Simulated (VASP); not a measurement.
Set up this calculation in VASP 6.6.1, as the native input.

- Task: single point
- Functional: PBE
- Potentials or basis: VASP PAW PBE potentials, release 64 (Ti_sv, Al)
- Cutoff: 500 eV
- k mesh: 14 × 14 × 8
- Occupations: gaussian, width 0.1 eV
- Spin: no spin polarisation
- Dipole correction: no
- Further INCAR settings: ALGO = Normal; EDIFF = 1e-06; NBANDS = 14

The structure of TiAl lies in POSCAR:

```
TiAl
1.0
    2.9687059705      0.0591802925     -0.0628503881
   -1.4331013485      2.4556424402      0.1059188521
   -0.1025435794      0.1403424900      4.7649550013
Ti Al
1 1
Direct
   -0.0172717481      0.0290642191     -0.0473078396
    0.3506050781      0.6376024509      0.5473078396
```

This cell differs from its parent crystal: atoms moved at random and the cell strained at random.

The input as run:

INCAR

```
ALGO = Normal
EDIFF = 1E-6
ENCUT = 500
GGA = PE
GGA_COMPAT = False
ISIF = 2
ISMEAR = 0
LASPH = True
LCHARG = False
LREAL = False
LWAVE = False
NBANDS = 14
NELM = 120
PREC = Accurate
SIGMA = 0.1
```

KPOINTS

```
k-points
0
Gamma
  14 14 8
```

Potentials or basis: VASP PAW PBE potentials, release 64 (Ti_sv, Al).

Launch:

```console
$ cat potpaw_PBE.64/Ti_sv/POTCAR potpaw_PBE.64/Al/POTCAR > POTCAR
$ mpirun -np 1 vasp_std > vasp.out
```

Results of the run:

- Pressure: 4.3 GPa
- Largest force: 3.438 eV/Å
- Band gap on the k mesh: zero (an odd number of electrons rules out a gap without spin polarisation)

Caveat: the cell differs from its parent crystal (atoms moved at random and the cell strained at random); the stress differs along the axes, from -4 to 10 GPa; forces of over 1 eV/Å act on the atoms, so gaps and moduli don't describe the material at rest.

Wall time 7.7 min on 1 thread of Intel Xeon 8259CL, with other jobs on the host, peak memory 0.47 GiB.
